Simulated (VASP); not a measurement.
Wanted: the native input for a VASP 6.6.1 run.

* Task: single point
* Functional: LDA
* Potentials or basis: VASP PAW LDA potentials, release 64 (In_d)
* Cutoff: 520 eV
* k mesh: 9 × 9 × 5
* Occupations: fermi-dirac, width 0.05 eV
* Spin: no spin polarisation
* Dipole correction: no
* Further INCAR settings: ALGO = Normal; EDIFF = 1e-07; NBANDS = 20

The structure of In lies in POSCAR:

```
In
1.0
    3.3130983036      0.0000000000      0.0000000000
   -1.6565491518      2.8692272962      0.0000000000
    0.0000000000      0.0000000000      5.4721676924
In
2
Direct
    0.6666666667      0.3333333333      0.7500000000
    0.3333333333      0.6666666667      0.2500000000
```

This cell differs from its parent crystal: volume scaled by 0.98.

One way to write it, as run:

INCAR

```
SYSTEM = In
ALGO = Normal
EDIFF = 1E-7
ENCUT = 520
GGA = CA
ISIF = 2
ISMEAR = -1
LASPH = .TRUE.
LCHARG = .FALSE.
LREAL = .FALSE.
LWAVE = .FALSE.
NBANDS = 20
NELM = 100
PREC = Accurate
SIGMA = 0.05
```

KPOINTS

```
k-points
0
G
  9 9 5
  0 0 0
```

Potentials or basis: VASP PAW LDA potentials, release 64 (In_d).

The run is started by

```console
$ cat potpaw_LDA.64/In_d/POTCAR > POTCAR
$ mpirun -np 1 vasp_std > vasp.out
```

It gave:

```json
{
  "Pressure": "-2.2 GPa",
  "Band gap on the k mesh": "zero (band 13 reaches 9.44 eV, above the bottom of band 14 at 5.39 eV)"
}
```

Caveat: spin-orbit coupling is left out, which moves the levels of the heavy elements.

It took 66 s on 1 thread of AMD EPYC 7R13, with other jobs on the host, peak memory 0.14 GiB.
